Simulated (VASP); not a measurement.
Write the native input for VASP 6.6.1 that does the following.

- Task: density of states
- Functional: PBE
- Dispersion: D3(BJ)
- Potentials or basis: VASP PAW PBE potentials, release 64 (Tl_d)
- Cutoff: 520 eV
- k mesh: 15 × 15 × 8
- Occupations: gaussian, width 0.1 eV
- Spin: no spin polarisation
- Dipole correction: no
- k mesh for the DOS: 23 × 23 × 12
- Occupations for the DOS: tetrahedron
- Further INCAR settings: ALGO = Fast; EDIFF = 1e-06

The system is Tl.

```xyz
2
Lattice="3.5346 0.0000 0.0000 -1.7673 3.0610 0.0000 0.0000 0.0000 5.4734" Properties=species:S:1:pos:R:3 pbc="T T T"
Tl    0.0000    2.0407    1.3683
Tl    1.7673    1.0203    4.1050
```

One way to write it, as run:

POSCAR

```
Tl
1.0
    3.5345601881      0.0000000000      0.0000000000
   -1.7672800941      3.0610189141      0.0000000000
    0.0000000000      0.0000000000      5.4733818347
Tl
2
Direct
    0.3333333333      0.6666666667      0.2500000000
    0.6666666667      0.3333333333      0.7500000000
```

INCAR.step1

```
PREC = Accurate ; ENCUT = 520
EDIFF = 1E-6 ; ISMEAR = 0
SIGMA = 0.1 ; LREAL = False
LASPH = True ; NELM = 100
ALGO = Fast ; ISIF = 2
LWAVE = False ; LCHARG = True
GGA = PE ; IVDW = 12
NBANDS = 20
```

KPOINTS.step1

```
regular mesh
0
Gamma
  15 15 8
```

INCAR.step2

```
PREC = Accurate ; ENCUT = 520
EDIFF = 1E-6 ; ISMEAR = -5
SIGMA = 0.1 ; LREAL = False
LASPH = True ; NELM = 100
ALGO = Fast ; ISIF = 2
LWAVE = False ; LCHARG = False
GGA = PE ; IVDW = 12
LORBIT = 11 ; NEDOS = 2001
ICHARG = 11
```

KPOINTS.step2

```
regular mesh
0
Gamma
  23 23 12
```

Potentials or basis: VASP PAW PBE potentials, release 64 (Tl_d).

Launch:

```bash
$ cat potpaw_PBE.64/Tl_d/POTCAR > POTCAR
$ cp INCAR.step1 INCAR
$ cp KPOINTS.step1 KPOINTS
$ mpirun -np 1 vasp_std > vasp.out
$ cp INCAR.step2 INCAR
$ cp KPOINTS.step2 KPOINTS
$ mpirun -np 1 vasp_std > vasp.out
```

It gave:

```yaml
Valence_electrons_inside_the_program's_atomic_spheres: Tl 11.21
Dispersion_energy_per_atom: -0.331 eV
```

Caveat: spin-orbit coupling is left out, which moves the levels of the heavy elements.

Wall time 2.9 min on 1 thread of Intel(R) Xeon(R) Platinum 8488C (Sapphire Rapids), with other jobs on the host, peak memory 0.44 GiB.
